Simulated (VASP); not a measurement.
# BaF2 (Frankdicksonite) (Fm-3m) in VASP: dielectric tensor with PBE

Aim: the dielectric tensor of BaF2 (Frankdicksonite) with PBE.

Everything below comes from runs of VASP 6.6.1. Logs are shortened: lines on timing, memory, paths and dates and some standing lists are left out, and cuts for length are marked.

## (1) The cell of the first run

Symmetry: Fm-3m, No. 225, cubic system. The conventional cell has a = 6.200 Å, b = 6.200 Å, c = 6.200 Å, α = 90.00°, β = 90.00°, γ = 90.00°. Within 3.5 Å of Ba (site symmetry m-3m) lie 8 F at 2.68 Å. F (site symmetry -43m) has 4 Ba at 2.68 Å and 6 F at 3.10 Å within 3.5 Å.

## (2) Dielectric tensor, PBE

Contents of INCAR:

```
ALGO = Normal ; EDIFF = 1E-8
ENCUT = 520 ; GGA = PE
GGA_COMPAT = False ; ISIF = 2
ISMEAR = 0 ; LASPH = True
LCHARG = False ; LEPSILON = True
LREAL = False ; LWAVE = False
NELM = 120 ; PREC = Accurate
SIGMA = 0.01
```

Contents of KPOINTS:

```
k-points
0
Gamma
  3 3 3
```

Contents of POSCAR:

```
BaF2
1.0
    0.0000000000      3.1000500000      3.1000500000
    3.1000500000      0.0000000000      3.1000500000
    3.1000500000      3.1000500000      0.0000000000
Ba F
1 2
Direct
    0.0000000000      0.0000000000      0.0000000000
    0.2500000000      0.2500000000      0.2500000000
    0.7500000000      0.7500000000      0.7500000000
```

Potentials or basis: VASP PAW PBE potentials, release 64 (Ba_sv, F).

Launch:

```
> cat potpaw_PBE.64/Ba_sv/POTCAR potpaw_PBE.64/F/POTCAR > POTCAR
> mpirun -np 1 vasp_std > vasp.out
```

OUTCAR:

```text
EDIFF = 1E-8
   ENCUT = 520
   GGA = PE
   ISIF = 2
   ISMEAR = 0
   LASPH = True
   LEPSILON = True
   LREAL = False
   NELM = 120
   PREC = Accurate

 ion  position               nearest neighbor table
   1  0.000  0.000  0.000-   3 2.68   3 2.68   2 2.68   3 2.68   2 2.68   2 2.68   3 2.68   2 2.68

   2  0.250  0.250  0.250-   1 2.68   1 2.68   1 2.68   1 2.68
   3  0.750  0.750  0.750-   1 2.68   1 2.68   1 2.68   1 2.68

  LATTYP: Found a face centered cubic cell.
 ALAT       =     6.2001000000

  Lattice vectors:

 A1 = (   0.0000000000,   3.1000500000,   3.1000500000)
 A2 = (   3.1000500000,   0.0000000000,   3.1000500000)
 A3 = (   3.1000500000,   3.1000500000,   0.0000000000)

Analysis of symmetry for initial positions (statically):
=====================================================================
 Subroutine PRICEL returns:
 Original cell was already a primitive cell.

 Routine SETGRP: Setting up the symmetry group for a
 face centered cubic supercell.

 Subroutine GETGRP returns: Found 48 space group operations
 (whereof 48 operations were pure point group operations)
 out of a pool of 48 trial point group operations.

The static configuration has the point symmetry O_h .

Analysis of symmetry for dynamics (positions and initial velocities):
=====================================================================
 Subroutine PRICEL returns:
 Original cell was already a primitive cell.

 Routine SETGRP: Setting up the symmetry group for a
 face centered cubic supercell.

 Subroutine GETGRP returns: Found 48 space group operations
 (whereof 48 operations were pure point group operations)
 out of a pool of 48 trial point group operations.

The dynamic configuration has the point symmetry O_h .

 Subroutine INISYM returns: Found 48 space group operations
 (whereof 48 operations are pure point group operations),
 and found     1 'primitive' translations

----------------------------------------------------------------------------------------

                                     Primitive cell

  volume of cell :      59.5849

  direct lattice vectors                    reciprocal lattice vectors
     0.000000000  3.100050000  3.100050000    -0.161287721  0.161287721  0.161287721
     3.100050000  0.000000000  3.100050000     0.161287721 -0.161287721  0.161287721
     3.100050000  3.100050000  0.000000000     0.161287721  0.161287721 -0.161287721

  length of vectors
     4.384132754  4.384132754  4.384132754     0.279358528  0.279358528  0.279358528

  position of ions in fractional coordinates (direct lattice)
     0.000000000  0.000000000  0.000000000
     0.250000000  0.250000000  0.250000000
     0.750000000  0.750000000  0.750000000

  ion indices of the primitive-cell ions
   primitive index   ion index
                 1           1
                 2           2
                 3           3

----------------------------------------------------------------------------------------

 KPOINTS: k-points

Automatic generation of k-mesh.
 Grid dimensions read from file:
 generate k-points for:    3    3    3

 Generating k-lattice:

  Cartesian coordinates                     Fractional coordinates (reciprocal lattice)
    -0.053762574  0.053762574  0.053762574     0.333333333  0.000000000  0.000000000
[... 56 lines left out ...]
   IMIX   =      4    mixing-type and parameters
     AMIX     =   0.40;   BMIX     =  1.00
     AMIX_MAG =   1.60;   BMIX_MAG =  1.00
  volume/ion in A,a.u.               =      19.86       134.03
  Fermi-wavevector in a.u.,A,eV,Ry     =   1.209019  2.284715 19.888011  1.461728
  Thomas-Fermi vector in A             =   2.344609
   LORBIT       =      0    0 simple, 1 ext, 2 COOP (PROOUT), +10 PAW based schemes
   GGA     = PE    functional components
   LHFCALC =     F    Hartree Fock is set to
   AEXX    =    0.0000 exact exchange contribution
   IVDW    =     0    specifies the selected vdW correction
   LEPSILON=     T    determine dielectric tensor
   LRPA    =     F    only Hartree local field effects (RPA)
 non-spin polarized calculation
 Gauss-broadening in eV      SIGMA  =   0.01
  energy-cutoff  :      520.00
  volume of cell :       59.58
 maximum number of plane-waves:      1639
 NGX is ok and might be reduce to    36
   NGX = 17   NGY = 17   NGZ = 17

--------------------------------------- Ionic step        1  -------------------------------------------

 number of electron      24.0000002 magnetization

 E-fermi :  -2.0795     XC(G=0):  -8.7004

 val. band max:       -2.1432933186   @ k =   0.3333   0.3333   0.0000
 cond. band min:       4.6919513407   @ k =   0.0000   0.0000   0.0000
 fundamental gap:      6.8352446593
 Fermi energy:        -2.0795479508

 k-point     1 :       0.0000    0.0000    0.0000
  band No.  band energies     occupation
      1     -25.1710      2.00000
      2     -21.0029      2.00000
      3     -20.9539      2.00000
      4     -10.0073      2.00000
      5     -10.0073      2.00000
      6     -10.0073      2.00000
[... 53 lines left out ...]
      3     -21.1888      2.00000
      4     -10.2860      2.00000
      5     -10.2754      2.00000
      6     -10.0587      2.00000
[... 8 lines left out ...]
     15       7.5359      0.00000
     16       8.2941      0.00000

  FORCE on cell =-STRESS in cart. coord.  units (eV):
  Direction    XX          YY          ZZ          XY          YZ          ZX
  --------------------------------------------------------------------------------------
  -------------------------------------------------------------------------------------
  Total        0.8805192      0.8805192      0.8805192      0.0000000      0.0000000      0.0000000
  in kB       23.6762708     23.6762708     23.6762708      0.0000000      0.0000000      0.0000000
  external PRESSURE =      23.6762708 kB  Pullay stress =       0.0000000 kB

 VOLUME and BASIS-vectors are now :
 -----------------------------------------------------------------------------
  energy-cutoff  :      520.00
  volume of cell :       59.58
      direct lattice vectors                 reciprocal lattice vectors
     0.000000000  3.100050000  3.100050000    -0.161287721  0.161287721  0.161287721
     3.100050000  0.000000000  3.100050000     0.161287721 -0.161287721  0.161287721
     3.100050000  3.100050000  0.000000000     0.161287721  0.161287721 -0.161287721

 POSITION                                       TOTAL-FORCE (eV/Angst)
 -----------------------------------------------------------------------------------
      0.00000      0.00000      0.00000         0.000000      0.000000     -0.000000
      1.55002      1.55002      1.55002         0.000000      0.000000      0.000000
      4.65008      4.65008      4.65008        -0.000000     -0.000000     -0.000000
 -----------------------------------------------------------------------------------
    total drift:                                0.000000      0.000000      0.000000

  FREE ENERGIE OF THE ION-ELECTRON SYSTEM (eV)
  ---------------------------------------------------
  free  energy   TOTEN  =       -17.1087260394 eV

  energy  without entropy=      -17.1087260394  energy(sigma->0) =      -17.10872604

 HEAD OF MICROSCOPIC STATIC DIELECTRIC TENSOR (INDEPENDENT PARTICLE, excluding Hartree and local field effects)
 ------------------------------------------------------
           2.513939     0.000000     0.000000
           0.000000     2.513939     0.000000
          -0.000000    -0.000000     2.513939
 ------------------------------------------------------

 Free energy of the ion-electron system (eV)
  ---------------------------------------------------
  ---------------------------------------------------
  free energy    TOTEN  =        -0.24465555 eV

  energy without entropy =       -0.24465555

------------------------ aborting loop because EDIFF is reached ----------------------------------------

--------------------------------------- Ionic step        2  -------------------------------------------

------------------------ aborting loop because EDIFF is reached ----------------------------------------

--------------------------------------- Ionic step        3  -------------------------------------------

 Free energy of the ion-electron system (eV)
  ---------------------------------------------------
  ---------------------------------------------------
  free energy    TOTEN  =        -0.24465561 eV

  energy without entropy =       -0.24465561

------------------------ aborting loop because EDIFF is reached ----------------------------------------

 PIEZOELECTRIC TENSOR FIELD DIRECTION 3  (e Angst)
 -----------------------------------------------------------------------------
     0.00049  0.00000 -0.00000           (  0.00001  0.00000 -0.00000)
     0.00000  0.00049  0.00000           (  0.00000  0.00001  0.00000)
    -0.00000  0.00000 -0.00029           ( -0.00000  0.00000 -0.00000)

 PIEZOELECTRIC TENSOR FIELD DIRECTION 3  (C/m^2)
 -----------------------------------------------------------------------------
     0.00013  0.00000 -0.00000
     0.00000  0.00013  0.00000
    -0.00000  0.00000 -0.00008

 MACROSCOPIC STATIC DIELECTRIC TENSOR (including local field effects in DFT)
 ------------------------------------------------------
           2.357862    -0.000000     0.000000
           0.000000     2.357862     0.000000
           0.000000     0.000000     2.357862
 ------------------------------------------------------

 PIEZOELECTRIC TENSOR (including local field effects)  for field in x, y, z        (e  Angst)
          XX          YY          ZZ          XY          YZ          ZX
  --------------------------------------------------------------------------------
  x     0.00000     0.00000     0.00000     0.00000     0.00000     0.00000
  y     0.00000     0.00000     0.00000     0.00000     0.00000     0.00000
  z     0.00000     0.00000     0.00000     0.00000     0.00000     0.00000

 PIEZOELECTRIC TENSOR (including local field effects)  for field in x, y, z        (C/m^2)
          XX          YY          ZZ          XY          YZ          ZX
  --------------------------------------------------------------------------------
  x     0.00000     0.00000     0.00000     0.00000     0.00000     0.00000
  y     0.00000     0.00000     0.00000     0.00000     0.00000     0.00000
  z     0.00000     0.00000     0.00000     0.00000     0.00000     0.00000

 BORN EFFECTIVE CHARGES (including local field effects) (in |e|, cummulative output)
 ---------------------------------------------------------------------------------
 ion    1
    1     2.57923     0.00000     0.00000
    2     0.00000     2.57923     0.00000
    3     0.00000     0.00000     2.57923
 ion    2
    1    -1.28961     0.00000     0.00000
    2     0.00000    -1.28961     0.00000
    3     0.00000     0.00000    -1.28961
 ion    3
    1    -1.28961     0.00000     0.00000
    2     0.00000    -1.28961     0.00000
    3     0.00000     0.00000    -1.28961
```

It took 60 s on 1 thread of Intel Xeon 6975P-C (Granite Rapids), shared host; peak memory 0.22 GiB.

What came out:

```
Band gap on the k mesh                  : 6.84 eV, indirect (the least direct gap lies 3.9 meV higher)
Electronic dielectric tensor (diagonal) : 2.36
Born charges (mean of the diagonal)     : Ba +2.58; F -1.29 e
```

Levels at points of the mesh, in eV from the valence-band top:
| k point | band 10 | band 11 | band 12 | band 13 | band 14 | band 15 |
| --- | --- | --- | --- | --- | --- | --- |
| (0.00, 0.00, 0.00) | 0.00 | 0.00 | 0.00 | 6.84 | 9.25 | 9.25 |

Electronic dielectric tensor:
```
2.36 0.00 0.00
0.00 2.36 0.00
0.00 0.00 2.36
```

Born effective charge tensors (e):
atom 1, Ba
```
2.58 0.00 0.00
0.00 2.58 0.00
0.00 0.00 2.58
```
atom 2, F
```
-1.29  0.00  0.00
 0.00 -1.29  0.00
 0.00  0.00 -1.29
```
atom 3, F
```
-1.29  0.00  0.00
 0.00 -1.29  0.00
 0.00  0.00 -1.29
```

Caveat: the k points lie up to 0.59 Å⁻¹ apart; spin-orbit coupling is left out, which moves the levels of the heavy elements.
